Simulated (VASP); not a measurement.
Input of a VASP 6.6.1 run:

INCAR

```
SYSTEM = Bi
  PREC = Accurate
  ENCUT = 520
  EDIFF = 1E-6
  ISMEAR = -1
  SIGMA = 0.08
  LREAL = .FALSE.
  LASPH = .TRUE.
  NELM = 80
  ALGO = Normal
  ISIF = 2
  LWAVE = .FALSE.
  LCHARG = .FALSE.
  GGA = PS
  NBANDS = 14
```

File KPOINTS:

```
Automatic mesh
0
G
  15 15 15
  0 0 0
```

The input POSCAR:

```
Bi
1.0
   -1.9572520238      1.9572520238      1.9572520238
    1.9572520238     -1.9572520238      1.9572520238
    1.9572520238      1.9572520238     -1.9572520238
Bi
1
Direct
    0.0000000000      0.0000000000      0.0000000000
```

Potentials or basis: VASP PAW PBE potentials, release 64 (Bi_d).

Command:

```sh
$ cat potpaw_PBE.64/Bi_d/POTCAR > POTCAR
$ mpirun -np 1 vasp_std > vasp.out
```

(1) What does it give for the pressure?

Answers

(1) -0.1 GPa.

Caveat: the PAW data sets were made with another functional, which shifts forces and pressure a little.
